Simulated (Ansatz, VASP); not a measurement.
# One calculation of Nb3RuC, two programs

The input INCAR:

```
SYSTEM = Nb3RuC
PREC     = Accurate       ! precision mode
ENCUT    = 520            ! plane-wave cutoff, eV
EDIFF    = 1E-6           ! SCF threshold, eV
ISMEAR   = 0              ! smearing method
SIGMA    = 0.1            ! smearing width, eV
LREAL    = .False.        ! projectors in reciprocal space
LASPH    = .True.         ! aspherical terms in the spheres
NELM     = 60             ! most SCF steps
ALGO     = Normal         ! electronic algorithm
ISIF     = 2              ! what is computed and relaxed
LWAVE    = .False.        ! write WAVECAR
LCHARG   = .True.         ! write CHGCAR
GGA      = PE             ! functional
LELF     = .True.         ! ELF
LVHAR    = .True.       
NBANDS   = 36             ! bands
```

Contents of KPOINTS:

```
Automatic mesh
0
Gamma
  8 8 8
  0 0 0
```

The input POSCAR:

```
Nb3RuC
1.0
    4.7314306017      0.0000000000      0.0000000000
    0.0000000000      4.7314306017      0.0000000000
    0.0000000000      0.0000000000      4.7314306017
Nb Ru C
3 1 1
Direct
    0.5000000000      0.0000000000      0.5000000000
    0.5000000000      0.5000000000      0.0000000000
    0.0000000000      0.5000000000      0.5000000000
    0.5000000000      0.5000000000      0.5000000000
    0.0000000000      0.0000000000      0.0000000000
```

Input for Ansatz:

```yaml
crystal:
  lattice:
    - [4.7314306017, 0.0, 0.0]
    - [0.0, 4.7314306017, 0.0]
    - [0.0, 0.0, 4.7314306017]
  atoms:
    - { symbol: Nb, position: [0.5, 0.0, 0.5] }
    - { symbol: Nb, position: [0.5, 0.5, 0.0] }
    - { symbol: Nb, position: [0.0, 0.5, 0.5] }
    - { symbol: Ru, position: [0.5, 0.5, 0.5] }
    - { symbol: C, position: [0.0, 0.0, 0.0] }
basis:
  ecutwfc: 420
kpoints:
  mp_grid: { grid: [8, 8, 8] }
  band_path:
    path:
      - [[0.0, 0.0, 0.0], [0.0, 0.5, 0.0], [0.5, 0.5, 0.0], [0.0, 0.0, 0.0], [0.5, 0.5, 0.5], [0.0, 0.5, 0.0]]
      - [[0.5, 0.5, 0.5], [0.5, 0.5, 0.0]]
    npoints: 14
hamiltonian:
  xc: pbe
scf:
  occupations: { method: gaussian, width: 0.1 }
  n_extra_bands: 12
output:
  forces: true
  stress: true
  eigenvalues: true
  populations: true
  dos: { projected: true, de: 0.02, nscf_kmesh: { grid: [10, 10, 10] } }
  bader: true
  write_density: true
  write_potential: true
  elf: true
  volumetric_format: npy
```

Alike in both runs: task single point; functional PBE; k mesh 8 × 8 × 8; occupations gaussian, width 0.1 eV; no spin polarisation.

|  | VASP | Ansatz |
| --- | --- | --- |
| version | VASP 6.6.1 | Ansatz 0.2.0 |
| potentials or method | VASP PAW PBE potentials, release 64 (Nb_sv, Ru_pv, C), cutoff 520 eV | scalar-relativistic, plane waves, PAW |
| valence electrons in the cell | 57 | 59 |

|  | VASP | Ansatz | Ansatz less VASP |
| --- | --- | --- | --- |
| gap on the k mesh at the Fermi level (eV) | none | none | - |
| pressure (GPa) | 0.0 | 0.0 | 0.00 |

A gap of «none» marks a metal or a gap that the smearing closes. VASP's potentials hold 57 valence electrons a cell and Ansatz's 59, so a difference there can come from the potentials and not from the codes.
